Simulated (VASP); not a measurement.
# Pt (Pm-3m) in VASP: a series of runs, part 2 of 3

VASP 6.6.1. The steps go on from the part before.

### Step 4. Single point, PBE (volume scaled by 0.78)

INCAR

```
SYSTEM = Pt
PREC     = Accurate       ! precision mode
ENCUT    = 520            ! plane-wave cutoff, eV
EDIFF    = 1E-6           ! SCF threshold, eV
ISMEAR   = -1             ! smearing method
SIGMA    = 0.05           ! smearing width, eV
LREAL    = .FALSE.        ! projectors in reciprocal space
LASPH    = .TRUE.         ! aspherical terms in the spheres
NELM     = 80             ! most SCF steps
ALGO     = Normal         ! electronic algorithm
ISIF     = 2              ! what is computed and relaxed
LWAVE    = .FALSE.        ! write WAVECAR
LCHARG   = .FALSE.        ! write CHGCAR
GGA      = PE             ! functional
NBANDS   = 11             ! bands
```

KPOINTS

```
regular mesh
0
G
  16 16 16
  0 0 0
```

POSCAR

```
Pt
1.0
    2.4157591815      0.0000000000      0.0000000000
    0.0000000000      2.4157591815      0.0000000000
    0.0000000000      0.0000000000      2.4157591815
Pt
1
Direct
    0.0000000000      0.0000000000      0.0000000000
```

Potentials or basis: VASP PAW PBE potentials, release 64 (Pt).

The run is started by

```
> cat potpaw_PBE.64/Pt/POTCAR > POTCAR
> mpirun -np 1 vasp_std > vasp.out
```

OUTCAR:

```text
SYSTEM = Pt
   PREC = Accurate
   ENCUT = 520
   EDIFF = 1E-6
   ISMEAR = -1
   LREAL = .FALSE.
   LASPH = .TRUE.
   NELM = 80
   ISIF = 2
   GGA = PE

 ion  position               nearest neighbor table
   1  0.000  0.000  0.000-

  LATTYP: Found a simple cubic cell.
 ALAT       =     2.4157591815

  Lattice vectors:

 A1 = (   2.4157591815,   0.0000000000,   0.0000000000)
 A2 = (   0.0000000000,   2.4157591815,   0.0000000000)
 A3 = (   0.0000000000,   0.0000000000,   2.4157591815)

Analysis of symmetry for initial positions (statically):
=====================================================================
 Subroutine PRICEL returns:
 Original cell was already a primitive cell.

 Routine SETGRP: Setting up the symmetry group for a
 simple cubic supercell.

 Subroutine GETGRP returns: Found 48 space group operations
 (whereof 48 operations were pure point group operations)
 out of a pool of 48 trial point group operations.

The static configuration has the point symmetry O_h .

Analysis of symmetry for dynamics (positions and initial velocities):
=====================================================================
 Subroutine PRICEL returns:
 Original cell was already a primitive cell.

 Routine SETGRP: Setting up the symmetry group for a
 simple cubic supercell.

 Subroutine GETGRP returns: Found 48 space group operations
 (whereof 48 operations were pure point group operations)
 out of a pool of 48 trial point group operations.

The dynamic configuration has the point symmetry O_h .

 Subroutine INISYM returns: Found 48 space group operations
 (whereof 48 operations are pure point group operations),
 and found     1 'primitive' translations

----------------------------------------------------------------------------------------

                                     Primitive cell

  volume of cell :      14.0981

  direct lattice vectors                    reciprocal lattice vectors
     2.415759181  0.000000000  0.000000000     0.413948546  0.000000000  0.000000000
     0.000000000  2.415759181  0.000000000     0.000000000  0.413948546  0.000000000
     0.000000000  0.000000000  2.415759181     0.000000000  0.000000000  0.413948546

  length of vectors
     2.415759181  2.415759181  2.415759181     0.413948546  0.413948546  0.413948546

  position of ions in fractional coordinates (direct lattice)
     0.000000000  0.000000000  0.000000000

  ion indices of the primitive-cell ions
   primitive index   ion index
                 1           1

----------------------------------------------------------------------------------------

 KPOINTS: regular mesh

Automatic generation of k-mesh.
 Grid dimensions read from file:
 generate k-points for:   16   16   16

 Generating k-lattice:

  Cartesian coordinates                     Fractional coordinates (reciprocal lattice)
     0.025871784  0.000000000  0.000000000     0.062500000  0.000000000  0.000000000
     0.000000000  0.025871784  0.000000000     0.000000000  0.062500000  0.000000000
     0.000000000  0.000000000  0.025871784     0.000000000  0.000000000  0.062500000

  Length of vectors
     0.025871784  0.025871784  0.025871784

  Shift w.r.t. Gamma in fractional coordinates (k-lattice)
     0.000000000  0.000000000  0.000000000

 Subroutine IBZKPT returns following result:
 ===========================================

 Found    165 irreducible k-points:

 Following reciprocal coordinates:
            Coordinates               Weight
  0.000000  0.000000  0.000000      1.000000
  0.062500  0.000000  0.000000      6.000000
  0.125000  0.000000  0.000000      6.000000
  0.187500  0.000000  0.000000      6.000000
  0.250000  0.000000  0.000000      6.000000
  0.312500  0.000000  0.000000      6.000000
[... 16 lines left out ...]
  0.437500  0.125000  0.000000     24.000000
  0.500000  0.125000  0.000000     12.000000
 [... further k-points ...]
   k-points           NKPTS =    165   k-points in BZ     NKDIM =    165   number of bands    NBANDS=     11
   number of dos      NEDOS =    301   number of ions     NIONS =      1
   total plane-waves  NPLWV =   5832
   dimension x,y,z NGX =    18 NGY =   18 NGZ =   18
   dimension x,y,z NGXF=    36 NGYF=   36 NGZF=   36
   ions per type =               1
   NGX,Y,Z   is equivalent  to a cutoff of  12.39, 12.39, 12.39 a.u.
   NGXF,Y,Z  is equivalent  to a cutoff of  24.77, 24.77, 24.77 a.u.
 SYSTEM =  Pt
   PREC   = accura    normal or accurate (medium, high low for compatibility)
   ISTART =      0    job   : 0-new  1-cont  2-samecut
   ICHARG =      2    charge: 1-file 2-atom 10-const
   ISPIN  =      1    spin polarized calculation?
   LNONCOLLINEAR =      F non collinear calculations
   LSORBIT =      F    spin-orbit coupling
   LASPH  =      T    aspherical Exc in radial PAW
   ENCUT  =  520.0 eV  38.22 Ry    6.18 a.u.   4.49  4.49  4.49*2*pi/ulx,y,z
   NELM   =     80;   NELMIN=  2; NELMDL= -5     # of ELM steps
   EDIFF  = 0.1E-05   stopping-criterion for ELM
   LREAL  =      F    real-space projection
   EDIFFG = 0.1E-04   stopping-criterion for IOM
   NSW    =      0    number of steps for IOM
   IBRION =     -1    ionic relax: 0-MD 1-quasi-New 2-CG
   NFREE  =      0    steps in history (QN), initial steepest desc. (CG)
   ISIF   =      2    stress and relaxation
   ISYM   =      2    0-nonsym 1-usesym 2-fastsym
   POTIM  = 0.5000    time-step for ionic-motion
   TEBEG  =    0.0;   TEEND  =   0.0 temperature during run
   PSTRESS=    0.0 pullay stress
   NELECT =      10.0000    total number of electrons
   NUPDOWN=      -1.0000    fix difference up-down
   EMIN   =  10.00;   EMAX   =-10.00  energy-range for DOS
   EFERMI =   0.00;   METHOD = LEGACY
   ISMEAR =    -1;   SIGMA  =   0.05  broadening in eV -4-tet -1-fermi 0-gaus
   EFERMI_NEDOS =   21; number of points for ismear=-14 and -15
   IALGO  =     38    algorithm
   IMIX   =      4    mixing-type and parameters
     AMIX     =   0.40;   BMIX     =  1.00
     AMIX_MAG =   1.60;   BMIX_MAG =  1.00
  volume/ion in A,a.u.               =      14.10        95.14
  Fermi-wavevector in a.u.,A,eV,Ry     =   1.460006  2.759011 29.002402  2.131616
  Thomas-Fermi vector in A             =   2.576506
   LORBIT       =      0    0 simple, 1 ext, 2 COOP (PROOUT), +10 PAW based schemes
   GGA     = PE    functional components
   LHFCALC =     F    Hartree Fock is set to
   AEXX    =    0.0000 exact exchange contribution
   IVDW    =     0    specifies the selected vdW correction
   LEPSILON=     F    determine dielectric tensor
   LRPA    =     F    only Hartree local field effects (RPA)
 non-spin polarized calculation
  energy-cutoff  :      520.00
  volume of cell :       14.10
 maximum number of plane-waves:       392
 NGX is ok and might be reduce to    18
   NGX =  9   NGY =  9   NGZ =  9

 number of electron      10.0000001 magnetization

 Free energy of the ion-electron system (eV)
  ---------------------------------------------------
  ext. energy  EPLUGINS =         0.00000000
  ---------------------------------------------------
  free energy    TOTEN  =        -4.80880800 eV

  energy without entropy =       -4.80043216  energy(sigma->0) =       -4.80462008

 E-fermi :  12.7270     XC(G=0): -13.7399

 val. band max:       12.7247758286   @ k =   0.4375   0.3750   0.0625
 cond. band min:      12.7462688271   @ k =   0.3750   0.3750   0.2500
 fundamental gap:      0.0214929984
 Fermi energy:        12.7269536773

 k-point     1 :       0.0000    0.0000    0.0000
  band No.  band energies     occupation
      1       1.7800      2.00000
      2       4.6307      2.00000
      3       4.6307      2.00000
      4      13.2439      0.00006
      5      13.2439      0.00006
      6      13.2439      0.00006
      7      29.1726      0.00000
      8      29.1726      0.00000
      9      29.1726      0.00000
     10      36.3599      0.00000
     11      39.2117      0.00000
[... 309 lines left out ...]
 k-point    24 :       0.5000    0.1250    0.0000
  band No.  band energies     occupation
      1       5.2941      2.00000
      2       6.2002      2.00000
      3       8.0224      2.00000
      4      10.0390      2.00000
      5      12.9137      0.04667
      6      13.0469      0.00332
      7      18.9550      0.00000
      8      29.5485      0.00000
      9      33.0959      0.00000
     10      33.5653      0.00000
     11      37.5649      0.00000

 [... further k-points ...]

------------------------ aborting loop because EDIFF is reached ----------------------------------------

  FORCE on cell =-STRESS in cart. coord.  units (eV):
  Direction    XX          YY          ZZ          XY          YZ          ZX
  --------------------------------------------------------------------------------------
  -------------------------------------------------------------------------------------
  Total        7.7603330      7.7603330      7.7603330      0.0000000      0.0000000     -0.0000000
  in kB      881.9216874    881.9216874    881.9216874      0.0000000      0.0000000     -0.0000000
  external PRESSURE =     881.9216874 kB  Pullay stress =       0.0000000 kB

 VOLUME and BASIS-vectors are now :
 -----------------------------------------------------------------------------
  energy-cutoff  :      520.00
  volume of cell :       14.10
      direct lattice vectors                 reciprocal lattice vectors
     2.415759181  0.000000000  0.000000000     0.413948546  0.000000000  0.000000000
     0.000000000  2.415759181  0.000000000     0.000000000  0.413948546  0.000000000
     0.000000000  0.000000000  2.415759181     0.000000000  0.000000000  0.413948546

 POSITION                                       TOTAL-FORCE (eV/Angst)
 -----------------------------------------------------------------------------------
      0.00000      0.00000      0.00000         0.000000      0.000000      0.000000
 -----------------------------------------------------------------------------------
    total drift:                               -0.000000      0.000000      0.000000

  FREE ENERGIE OF THE ION-ELECTRON SYSTEM (eV)
  ---------------------------------------------------
  free  energy   TOTEN  =        -4.8088080011 eV

  energy  without entropy=       -4.8004321596  energy(sigma->0) =       -4.80462008
```

Run time: 6.6 s. Hardware: 1 thread of Intel Xeon 6975P-C (Granite Rapids), shared host; peak memory 0.13 GiB.

Results:

```yaml
Free_energy: -4.8088 eV
Pressure: 88.2 GPa
Band_gap_on_the_k_mesh: zero (band 5 reaches 15.89 eV, above the bottom of band 6 at 11.13 eV)
```

Levels at points of the mesh, in eV from the Fermi level:
| k point | band 2 | band 3 | band 4 | band 5 | band 6 | band 7 | band 8 | band 9 |
| --- | --- | --- | --- | --- | --- | --- | --- | --- |
| (0.00, 0.00, 0.00) | -8.10 | -8.10 | 0.52 | 0.52 | 0.52 | 16.45 | 16.45 | 16.45 |
| (0.50, 0.00, 0.00) | -7.25 | -2.77 | -2.77 | -1.71 | 0.85 | 6.22 | 16.18 | 20.72 |
| (0.50, 0.50, 0.00) | -6.42 | -2.15 | -2.15 | 2.93 | 4.54 | 4.54 | 13.02 | 15.09 |
| (0.50, 0.50, 0.50) | -7.13 | -7.13 | 3.17 | 3.17 | 8.75 | 11.85 | 11.85 | 11.85 |

Caveat: spin-orbit coupling is left out, which moves the levels of the heavy elements.

### Step 5. Single point, PBE (volume scaled by 0.88, source ansatz)

INCAR

```
ALGO     = Normal         # electronic algorithm
EDIFF    = 1E-6           # SCF threshold, eV
ENCUT    = 520            # plane-wave cutoff, eV
GGA      = PE             # functional
ISIF     = 2              # what is computed and relaxed
ISMEAR   = -1             # smearing method
LASPH    = True           # aspherical terms in the spheres
LCHARG   = False          # write CHGCAR
LREAL    = False          # projectors in reciprocal space
LWAVE    = False          # write WAVECAR
NBANDS   = 11             # bands
NELM     = 80             # most SCF steps
PREC     = Accurate       # precision mode
SIGMA    = 0.05           # smearing width, eV
```

KPOINTS

```
k-points
0
Gamma
  16 16 16
```

POSCAR

```
Pt
1.0
    2.5148745657      0.0000000000      0.0000000000
    0.0000000000      2.5148745657      0.0000000000
    0.0000000000      0.0000000000      2.5148745657
Pt
1
Direct
    0.0000000000      0.0000000000      0.0000000000
```

The run is started by

```
> cat potpaw_PBE.64/Pt/POTCAR > POTCAR
> mpirun -np 1 vasp_std > vasp.out
```

Run time: 7.9 s. Hardware: 1 thread of Intel Xeon 6975P-C (Granite Rapids), shared host; peak memory 0.15 GiB.

Results (log left out):

| Property | Result |
| --- | --- |
| Free energy | -5.4585 eV |
| Pressure | 32.7 GPa |
| Band gap on the k mesh | zero (band 5 reaches 12.92 eV, above the bottom of band 6 at 9.06 eV) |

Levels at points of the mesh, in eV from the Fermi level:
```tsv
k point	band 2	band 3	band 4	band 5	band 6	band 7	band 8	band 9
(0.00, 0.00, 0.00)	-6.80	-6.80	0.38	0.38	0.38	15.84	15.84	15.84
(0.50, 0.00, 0.00)	-6.10	-2.28	-2.28	-1.09	0.65	5.26	16.42	20.13
(0.50, 0.50, 0.00)	-5.48	-1.78	-1.78	2.36	4.49	4.49	11.14	14.23
(0.50, 0.50, 0.50)	-5.89	-5.89	2.55	2.55	9.46	10.85	10.85	10.85
```

Caveat: spin-orbit coupling is left out, which moves the levels of the heavy elements.

(Part 2 of 3 ends here.)
